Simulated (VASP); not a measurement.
# BaTe (Fm-3m) in VASP: notebook

The runs below take BaTe through single point, with PBE0, r2SCANh, r2SCAN0.

All numbers are computed with VASP 6.6.1; they aren't measurements. Logs are shortened: lines on timing, memory, paths and dates and some standing lists are left out, and cuts for length are marked.

## 1. The cell of the first run

Symmetry: Fm-3m, No. 225, cubic system. Conventional cell: a = 7.065 Å, b = 7.065 Å, c = 7.065 Å, α = 90.00°, β = 90.00°, γ = 90.00°. Within 4.6 Å of Ba (site symmetry m-3m) lie 6 Te at 3.53 Å. Te (site symmetry m-3m) has 6 Ba at 3.53 Å within 4.6 Å.

## 2. Single point, PBE0

Input file POSCAR:

```
BaTe
1.0
    0.0000000000      3.5323793482      3.5323793482
    3.5323793482      0.0000000000      3.5323793482
    3.5323793482      3.5323793482      0.0000000000
Ba Te
1 1
Direct
    0.0000000000      0.0000000000      0.0000000000
    0.5000000000      0.5000000000      0.5000000000
```

Input file INCAR.step1:

```
SYSTEM = BaTe
PREC = Accurate
ENCUT = 520
EDIFF = 1E-5
ISMEAR = 0
SIGMA = 0.01
LREAL = .FALSE.
LASPH = .TRUE.
NELM = 80
ALGO = Normal
ISIF = 2
LWAVE = .TRUE.
LCHARG = .FALSE.
GGA = PE
NBANDS = 15
```

Input file INCAR.step2:

```
SYSTEM = BaTe
PREC = Accurate
ENCUT = 520
EDIFF = 1E-7
ISMEAR = 0
SIGMA = 0.01
LREAL = .FALSE.
LASPH = .TRUE.
NELM = 80
ALGO = Normal
ISIF = 2
LWAVE = .FALSE.
LCHARG = .FALSE.
GGA = PE
LHFCALC = .TRUE.
AEXX = 0.25
PRECFOCK = Normal
ISTART = 1
NBANDS = 15
```

Input file KPOINTS:

```
Automatic mesh
0
G
  4 4 4
  0 0 0
```

Potentials or basis: VASP PAW PBE potentials, release 64 (Ba_sv, Te).

Started as:

```sh
$ cat potpaw_PBE.64/Ba_sv/POTCAR potpaw_PBE.64/Te/POTCAR > POTCAR
$ cp INCAR.step1 INCAR
$ mpirun -np 1 vasp_std > vasp.out
$ cp INCAR.step2 INCAR
$ mpirun -np 1 vasp_std > vasp.out
```

OUTCAR:

```text
SYSTEM = BaTe
   PREC = Accurate
   ENCUT = 520
   EDIFF = 1E-7
   ISMEAR = 0
   LREAL = .FALSE.
   LASPH = .TRUE.
   NELM = 80
   ISIF = 2
   GGA = PE
   LHFCALC = .TRUE.
   AEXX = 0.25
   PRECFOCK = Normal
   ISTART = 1

 ion  position               nearest neighbor table
   1  0.000  0.000  0.000-   2 3.53   2 3.53   2 3.53   2 3.53   2 3.53   2 3.53
   2  0.500  0.500  0.500-   1 3.53   1 3.53   1 3.53   1 3.53   1 3.53   1 3.53

  LATTYP: Found a face centered cubic cell.
 ALAT       =     7.0647586964

  Lattice vectors:

 A1 = (   0.0000000000,   3.5323793482,   3.5323793482)
 A2 = (   3.5323793482,   0.0000000000,   3.5323793482)
 A3 = (   3.5323793482,   3.5323793482,   0.0000000000)

Analysis of symmetry for initial positions (statically):
=====================================================================
 Subroutine PRICEL returns:
 Original cell was already a primitive cell.

 Routine SETGRP: Setting up the symmetry group for a
 face centered cubic supercell.

 Subroutine GETGRP returns: Found 48 space group operations
 (whereof 48 operations were pure point group operations)
 out of a pool of 48 trial point group operations.

The static configuration has the point symmetry O_h .

Analysis of symmetry for dynamics (positions and initial velocities):
=====================================================================
 Subroutine PRICEL returns:
 Original cell was already a primitive cell.

 Routine SETGRP: Setting up the symmetry group for a
 face centered cubic supercell.

 Subroutine GETGRP returns: Found 48 space group operations
 (whereof 48 operations were pure point group operations)
 out of a pool of 48 trial point group operations.

The dynamic configuration has the point symmetry O_h .

 Subroutine INISYM returns: Found 48 space group operations
 (whereof 48 operations are pure point group operations),
 and found     1 'primitive' translations

----------------------------------------------------------------------------------------

                                     Primitive cell

  volume of cell :      88.1520

  direct lattice vectors                    reciprocal lattice vectors
     0.000000000  3.532379348  3.532379348    -0.141547651  0.141547651  0.141547651
     3.532379348  0.000000000  3.532379348     0.141547651 -0.141547651  0.141547651
     3.532379348  3.532379348  0.000000000     0.141547651  0.141547651 -0.141547651

  length of vectors
     4.995538782  4.995538782  4.995538782     0.245167724  0.245167724  0.245167724

  position of ions in fractional coordinates (direct lattice)
     0.000000000  0.000000000  0.000000000
     0.500000000  0.500000000  0.500000000

  ion indices of the primitive-cell ions
   primitive index   ion index
                 1           1
                 2           2

----------------------------------------------------------------------------------------

 KPOINTS: Automatic mesh

Automatic generation of k-mesh.
 Grid dimensions read from file:
 generate k-points for:    4    4    4

 Generating k-lattice:

  Cartesian coordinates                     Fractional coordinates (reciprocal lattice)
    -0.035386913  0.035386913  0.035386913     0.250000000  0.000000000  0.000000000
     0.035386913 -0.035386913  0.035386913     0.000000000  0.250000000  0.000000000
     0.035386913  0.035386913 -0.035386913     0.000000000  0.000000000  0.250000000

  Length of vectors
     0.061291931  0.061291931  0.061291931

  Shift w.r.t. Gamma in fractional coordinates (k-lattice)
     0.000000000  0.000000000  0.000000000

 Subroutine IBZKPT returns following result:
 ===========================================

 Found      8 irreducible k-points:

 Following reciprocal coordinates:
            Coordinates               Weight
  0.000000  0.000000  0.000000      1.000000
  0.250000  0.000000  0.000000      8.000000
  0.500000  0.000000  0.000000      4.000000
  0.250000  0.250000  0.000000      6.000000
  0.500000  0.250000  0.000000     24.000000
 -0.250000  0.250000  0.000000     12.000000
  0.500000  0.500000  0.000000      3.000000
 -0.250000  0.500000  0.250000      6.000000
   k-points           NKPTS =      8   k-points in BZ     NKDIM =     64   number of bands    NBANDS=     15
   number of dos      NEDOS =    301   number of ions     NIONS =      2
   total plane-waves  NPLWV =  64000
   dimension x,y,z NGX =    40 NGY =   40 NGZ =   40
   dimension x,y,z NGXF=    80 NGYF=   80 NGZF=   80
   ions per type =               1   1
   NGX,Y,Z   is equivalent  to a cutoff of  13.31, 13.31, 13.31 a.u.
   NGXF,Y,Z  is equivalent  to a cutoff of  26.62, 26.62, 26.62 a.u.
 SYSTEM =  BaTe
   PREC   = accura    normal or accurate (medium, high low for compatibility)
   ISTART =      1    job   : 0-new  1-cont  2-samecut
   ICHARG =      0    charge: 1-file 2-atom 10-const
   ISPIN  =      1    spin polarized calculation?
   LNONCOLLINEAR =      F non collinear calculations
   LSORBIT =      F    spin-orbit coupling
   LASPH  =      T    aspherical Exc in radial PAW
   ENCUT  =  520.0 eV  38.22 Ry    6.18 a.u.   9.29  9.29  9.29*2*pi/ulx,y,z
   NELM   =     80;   NELMIN=  2; NELMDL=  0     # of ELM steps
   EDIFF  = 0.1E-06   stopping-criterion for ELM
   LREAL  =      F    real-space projection
   EDIFFG = 0.1E-05   stopping-criterion for IOM
   NSW    =      0    number of steps for IOM
   IBRION =     -1    ionic relax: 0-MD 1-quasi-New 2-CG
   NFREE  =      0    steps in history (QN), initial steepest desc. (CG)
   ISIF   =      2    stress and relaxation
   ISYM   =      3    0-nonsym 1-usesym 2-fastsym
   POTIM  = 0.5000    time-step for ionic-motion
   TEBEG  =    0.0;   TEEND  =   0.0 temperature during run
   PSTRESS=    0.0 pullay stress
   NELECT =      16.0000    total number of electrons
   NUPDOWN=      -1.0000    fix difference up-down
   EMIN   =  10.00;   EMAX   =-10.00  energy-range for DOS
   EFERMI =   0.00;   METHOD = LEGACY
   ISMEAR =     0;   SIGMA  =   0.01  broadening in eV -4-tet -1-fermi 0-gaus
   EFERMI_NEDOS =   21; number of points for ismear=-14 and -15
   IALGO  =     38    algorithm
   IMIX   =      1    mixing-type and parameters
     AMIX     =   0.40;   BMIX     =  1.00
     AMIX_MAG =   1.60;   BMIX_MAG =  1.00
  volume/ion in A,a.u.               =      44.08       297.44
  Fermi-wavevector in a.u.,A,eV,Ry     =   0.926910  1.751606 11.689606  0.859162
  Thomas-Fermi vector in A             =   2.052923
   LORBIT       =      0    0 simple, 1 ext, 2 COOP (PROOUT), +10 PAW based schemes
   GGA     = PE    functional components
   LHFCALC =     T    Hartree Fock is set to
   PRECFOCK=normal    Normal, Fast or Accurate (Low or Medium for compatibility)
   ENCUT4O =  -1.0   cutoff for four orbital integrals eV
   NKREDX  =     1    reduce k-point grid by
   NKREDY  =     1    reduce k-point grid by
   NKREDZ  =     1    reduce k-point grid by
   AEXX    =    0.2500 exact exchange contribution
   HFSCREEN=    0.0000 screening length (either q_TF or 0.3 A-1)
   HFSCREENC=   0.0000 screening length for correlation (either q_TF or 0.3 A-1)
   ENCUTFOCK=  -1.0 apply spherical cutoff to Coloumb kernel
   IVDW    =     0    specifies the selected vdW correction
   LEPSILON=     F    determine dielectric tensor
   LRPA    =     F    only Hartree local field effects (RPA)
 non-spin polarized calculation
 Gauss-broadening in eV      SIGMA  =   0.01
  energy-cutoff  :      520.00
  volume of cell :       88.15
 maximum number of plane-waves:      2421
 NGX is ok and might be reduce to    40
  NGX = 28; NGY = 28; NGZ = 28

 number of electron      16.0000000 magnetization

 Free energy of the ion-electron system (eV)
  ---------------------------------------------------
  ext. energy  EPLUGINS =         0.00000000
  ---------------------------------------------------
  free energy    TOTEN  =       -10.37173441 eV

  energy without entropy =      -10.37173441  energy(sigma->0) =      -10.37173441

 E-fermi :   1.3024     XC(G=0):  -6.4545

 val. band max:        1.2353400709   @ k =   0.0000   0.0000   0.0000
 cond. band min:       4.2135037454   @ k =   0.5000   0.5000   0.0000
 fundamental gap:      2.9781636745
 Fermi energy:         1.3024224041

 k-point     1 :       0.0000    0.0000    0.0000
  band No.  band energies     occupation
      1     -27.8213      2.00000
      2     -11.9008      2.00000
      3     -11.9008      2.00000
      4     -11.9008      2.00000
      5      -9.1566      2.00000
      6       1.2353      2.00000
      7       1.2353      2.00000
      8       1.2353      2.00000
      9       5.4422      0.00000
     10       5.7325      0.00000
     11       5.7325      0.00000
     12       5.7325      0.00000
     13       6.3302      0.00000
     14       6.3302      0.00000
     15       9.7408      0.00000

 k-point     2 :       0.2500    0.0000    0.0000
  band No.  band energies     occupation
      1     -27.8148      2.00000
      2     -12.1399      2.00000
      3     -11.9050      2.00000
      4     -11.9050      2.00000
      5      -8.7509      2.00000
      6      -0.1938      2.00000
      7       0.5610      2.00000
      8       0.5610      2.00000
      9       5.8396      0.00000
     10       6.4861      0.00000
     11       6.4861      0.00000
     12       7.4654      0.00000
     13       7.8958      0.00000
     14       7.8958      0.00000
     15      11.1239      0.00000
[... 77 lines left out ...]
      3     -11.9863      2.00000
      4     -11.9863      2.00000
      5      -8.9160      2.00000
      6      -0.0607      2.00000
      7       0.7929      2.00000
      8       0.7929      2.00000
      9       4.2135      0.00000
     10       7.2804      0.00000
     11       7.3146      0.00000
     12       8.4428      0.00000
     13       8.7210      0.00000
     14       8.7210      0.00000
     15      10.6114      0.00000

 k-point     8 :      -0.2500    0.5000    0.2500
  band No.  band energies     occupation
      1     -27.8039      2.00000
      2     -12.0563      2.00000
      3     -12.0506      2.00000
      4     -12.0506      2.00000
      5      -8.7021      2.00000
      6      -0.1137      2.00000
      7       0.1908      2.00000
      8       0.1908      2.00000
      9       6.2974      0.00000
     10       6.2974      0.00000
     11       7.6044      0.00000
     12       7.9692      0.00000
     13       8.7352      0.00000
     14      10.9556      0.00000
     15      11.0611      0.00000

------------------------ aborting loop because EDIFF is reached ----------------------------------------

  FORCE on cell =-STRESS in cart. coord.  units (eV):
  Direction    XX          YY          ZZ          XY          YZ          ZX
  --------------------------------------------------------------------------------------
  -------------------------------------------------------------------------------------
  Total       -0.0446657     -0.0446657     -0.0446657     -0.0000000     -0.0000000      0.0000000
  in kB       -0.8118073     -0.8118073     -0.8118073     -0.0000000     -0.0000000      0.0000000
  external PRESSURE =      -0.8118073 kB  Pullay stress =       0.0000000 kB

 VOLUME and BASIS-vectors are now :
 -----------------------------------------------------------------------------
  energy-cutoff  :      520.00
  volume of cell :       88.15
      direct lattice vectors                 reciprocal lattice vectors
     0.000000000  3.532379348  3.532379348    -0.141547651  0.141547651  0.141547651
     3.532379348  0.000000000  3.532379348     0.141547651 -0.141547651  0.141547651
     3.532379348  3.532379348  0.000000000     0.141547651  0.141547651 -0.141547651

 POSITION                                       TOTAL-FORCE (eV/Angst)
 -----------------------------------------------------------------------------------
      0.00000      0.00000      0.00000        -0.000000     -0.000000     -0.000000
      3.53238      3.53238      3.53238         0.000000      0.000000      0.000000
 -----------------------------------------------------------------------------------
    total drift:                               -0.000000     -0.000000     -0.000000

  FREE ENERGIE OF THE ION-ELECTRON SYSTEM (eV)
  ---------------------------------------------------
  free  energy   TOTEN  =       -10.3717344057 eV

  energy  without entropy=      -10.3717344057  energy(sigma->0) =      -10.37173441
```

Run time: 17 min. Hardware: 1 thread of Intel Xeon Platinum 8259CL at 2.50GHz (Skylake/Cascade Lake), shared host; peak memory 0.26 GiB.

Results:

```
Free energy            : -10.3717 eV
Pressure               : -0.1 GPa
Band gap on the k mesh : 2.98 eV (least direct gap 3.42 eV)
```

Caveat: the PAW data sets were made with another functional, which shifts forces and pressure a little; spin-orbit coupling is left out, which moves the levels of the heavy elements.

## 3. Single point, r2SCANh

POSCAR is that of step 2.

Input file INCAR.step1:

```
SYSTEM = BaTe
ALGO     = Normal         ! electronic algorithm
EDIFF    = 1E-5           ! SCF threshold, eV
ENCUT    = 520            ! plane-wave cutoff, eV
GGA      = PE             ! functional
ISIF     = 2              ! what is computed and relaxed
ISMEAR   = 0              ! smearing method
LASPH    = .TRUE.         ! aspherical terms in the spheres
LCHARG   = .FALSE.        ! write CHGCAR
LREAL    = .FALSE.        ! projectors in reciprocal space
LWAVE    = .TRUE.         ! write WAVECAR
NBANDS   = 15             ! bands
NELM     = 60             ! most SCF steps
PREC     = Accurate       ! precision mode
SIGMA    = 0.01           ! smearing width, eV
```

Input file INCAR.step2:

```
SYSTEM = BaTe
AEXX     = 0.1            ! exact-exchange fraction
ALGO     = Normal         ! electronic algorithm
EDIFF    = 1E-6           ! SCF threshold, eV
ENCUT    = 520            ! plane-wave cutoff, eV
ISIF     = 2              ! what is computed and relaxed
ISMEAR   = 0              ! smearing method
ISTART   = 1            
LASPH    = .TRUE.         ! aspherical terms in the spheres
LCHARG   = .FALSE.        ! write CHGCAR
LHFCALC  = .TRUE.         ! exact exchange
LMIXTAU  = .TRUE.       
LREAL    = .FALSE.        ! projectors in reciprocal space
LWAVE    = .FALSE.        ! write WAVECAR
METAGGA  = R2SCAN         ! meta-GGA
NBANDS   = 15             ! bands
NELM     = 60             ! most SCF steps
PREC     = Accurate       ! precision mode
PRECFOCK = Normal       
SIGMA    = 0.01           ! smearing width, eV
```

Input file KPOINTS:

```
k-points
0
G
  4 4 4
  0 0 0
```

Potentials or basis: VASP PAW PBE potentials, release 64 (Ba_sv, Te).

Started as:

```sh
$ cat potpaw_PBE.64/Ba_sv/POTCAR potpaw_PBE.64/Te/POTCAR > POTCAR
$ cp INCAR.step1 INCAR
$ mpirun -np 1 vasp_std > vasp.out
$ cp INCAR.step2 INCAR
$ mpirun -np 1 vasp_std > vasp.out
```

Wall time 12 min (1 thread of Intel Xeon Platinum 8259CL at 2.50GHz (Skylake/Cascade Lake), shared host); peak memory 0.28 GiB.

Results (log left out):

```
Free energy            : -52.0337 eV
Pressure               : 0.2 GPa
Band gap on the k mesh : 2.43 eV (least direct gap 2.84 eV)
```

Levels at points of the mesh, in eV from the valence-band top:
| k point | band 6 | band 7 | band 8 | band 9 | band 10 | band 11 |
| --- | --- | --- | --- | --- | --- | --- |
| (0.00, 0.00, 0.00) | 0.00 | 0.00 | 0.00 | 3.91 | 3.91 | 3.91 |
| (0.50, 0.00, 0.00) | -2.24 | -1.10 | -1.10 | 5.09 | 5.80 | 5.98 |
| (0.50, 0.50, 0.00) | -1.21 | -0.41 | -0.41 | 2.43 | 5.49 | 5.74 |

Caveat: the PAW data sets were made with another functional, which shifts forces and pressure a little; spin-orbit coupling is left out, which moves the levels of the heavy elements. A k mesh can miss the band edges.

## 4. Single point, r2SCAN0

POSCAR is that of step 3.

Input file INCAR.step1:

```
  PREC = Accurate
  ENCUT = 520
  EDIFF = 1E-5
  ISMEAR = 0
  SIGMA = 0.01
  LREAL = False
  LASPH = True
  NELM = 100
  ALGO = Normal
  ISIF = 2
  LWAVE = True
  LCHARG = False
  GGA = PE
  NBANDS = 15
```

Input file INCAR.step2:

```
  PREC = Accurate
  ENCUT = 520
  EDIFF = 1E-7
  ISMEAR = 0
  SIGMA = 0.01
  LREAL = False
  LASPH = True
  NELM = 100
  ALGO = Normal
  ISIF = 2
  LWAVE = False
  LCHARG = False
  METAGGA = R2SCAN
  LHFCALC = True
  AEXX = 0.25
  LMIXTAU = True
  PRECFOCK = Normal
  ISTART = 1
  NBANDS = 15
```

Input file KPOINTS:

```
regular mesh
0
Gamma
  4 4 4
```

Started as:

```sh
$ cat potpaw_PBE.64/Ba_sv/POTCAR potpaw_PBE.64/Te/POTCAR > POTCAR
$ cp INCAR.step1 INCAR
$ mpirun -np 1 vasp_std > vasp.out
$ cp INCAR.step2 INCAR
$ mpirun -np 1 vasp_std > vasp.out
```

Wall time 11 min (1 thread of Intel Xeon Platinum 8259CL at 2.50GHz (Skylake/Cascade Lake), shared host); peak memory 0.28 GiB.

It converged, with:

* Free energy: -46.1160 eV
* Pressure: 0.0 GPa
* Band gap on the k mesh: 3.20 eV (least direct gap 3.64 eV)

Levels at points of the mesh, in eV from the valence-band top:
```
           k point  band 6  band 7  band 8  band 9  band 10  band 11
(0.00, 0.00, 0.00)    0.00    0.00    0.00    4.60     4.76     4.76
(0.50, 0.00, 0.00)   -2.38   -1.15   -1.15    5.83     6.73     6.94
(0.50, 0.50, 0.00)   -1.30   -0.44   -0.44    3.20     6.39     6.52
```

Caveat: the PAW data sets were made with another functional, which shifts forces and pressure a little; spin-orbit coupling is left out, which moves the levels of the heavy elements.

## 5. Overview

```tsv
level	share of exact exchange	gap on the mesh (eV)	pressure (GPa)
PBE0	0.25	2.98	-0.1
r2SCANh	0.1	2.43	0.2
r2SCAN0	0.25	3.20	0.0
```

Alike in all rows: task single point; potentials or basis VASP PAW PBE potentials, release 64 (Ba_sv, Te); no spin polarisation; cell as given; k mesh 4 × 4 × 4; cutoff (eV) 520; smearing gaussian 0.01 eV.

On the cell as given the gap runs from 2.43 eV (r2SCANh) to 3.20 eV (r2SCAN0).

Caveats: the PAW data sets were made with another functional, which shifts forces and pressure a little; spin-orbit coupling is left out, which moves the levels of the heavy elements.

Total energies depend on the potentials used, so only differences within one code and one set of settings carry meaning.
